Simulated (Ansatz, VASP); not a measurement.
# BN in VASP and in Ansatz

INCAR

```
SYSTEM = BN
PREC = Accurate
ENCUT = 520
EDIFF = 1E-7
ISMEAR = 0
SIGMA = 0.05
LREAL = .False.
LASPH = .True.
NELM = 80
ALGO = Normal
ISIF = 2
LWAVE = .False.
LCHARG = .True.
LELF = .True.
LVHAR = .True.
NBANDS = 16
```

The input KPOINTS:

```
regular mesh
0
Gamma
  12 12 4
  0 0 0
```

POSCAR

```
BN
1.0
    2.4484706050      0.0000000000      0.0000000000
   -1.2242353025      2.1204377444      0.0000000000
    0.0000000000      0.0000000000      6.5472103978
B N
2 2
Direct
    0.3333333333      0.6666666667      0.2500000000
    0.6666666667      0.3333333333      0.7500000000
    0.3333333333      0.6666666667      0.7500000000
    0.6666666667      0.3333333333      0.2500000000
```

Input for Ansatz:

```yaml
crystal:
  lattice:
    - [2.448470605, 0.0, 0.0]
    - [-1.2242353025, 2.1204377444, 0.0]
    - [0.0, 0.0, 6.5472103978]
  atoms:
    - { symbol: B, position: [0.3333333333, 0.6666666667, 0.25] }
    - { symbol: B, position: [0.6666666667, 0.3333333333, 0.75] }
    - { symbol: "N", position: [0.3333333333, 0.6666666667, 0.75] }
    - { symbol: "N", position: [0.6666666667, 0.3333333333, 0.25] }
basis:
  ecutwfc: 520.0
kpoints:
  mp_grid: { grid: [12, 12, 4] }
hamiltonian:
  xc: lda
  pseudopotentials: { kind: paw, azcp: { folder: soft_1 } }
scf:
  occupations: { method: gaussian, width: 0.05 }
output:
  forces: true
  stress: true
  eigenvalues: true
```

Alike in both runs: task single point; functional LDA; k mesh 12 × 12 × 4; occupations gaussian, width 0.05 eV; no spin polarisation.

|  | VASP | Ansatz |
| --- | --- | --- |
| version | VASP 6.6.1 | Ansatz 0.2.0 |
| potentials or method | VASP PAW LDA potentials, release 64 (B, N), cutoff 520 eV | scalar-relativistic, plane waves, PAW |
| valence electrons in the cell | 16 | 16 |

VASP gave:

```
gap on the k mesh at the Fermi level (eV)                     : 4.15
least direct gap on the mesh (eV)                             : 4.63
pressure (GPa)                                                : 13.6
traceless stress, the component that is largest in VASP (GPa) : -14.00
```

Question: Which values does Ansatz return?

Answer: gap on the k mesh at the Fermi level (eV): 4.17; least direct gap on the mesh (eV): 4.64; pressure (GPa): 13.0; traceless stress, the component that is largest in VASP (GPa): -13.17.

Ansatz warns that its potentials were made for another functional, while VASP's fit it. LDA's correlation is that of Perdew and Zunger in VASP and of Perdew and Wang (1992) in Ansatz.
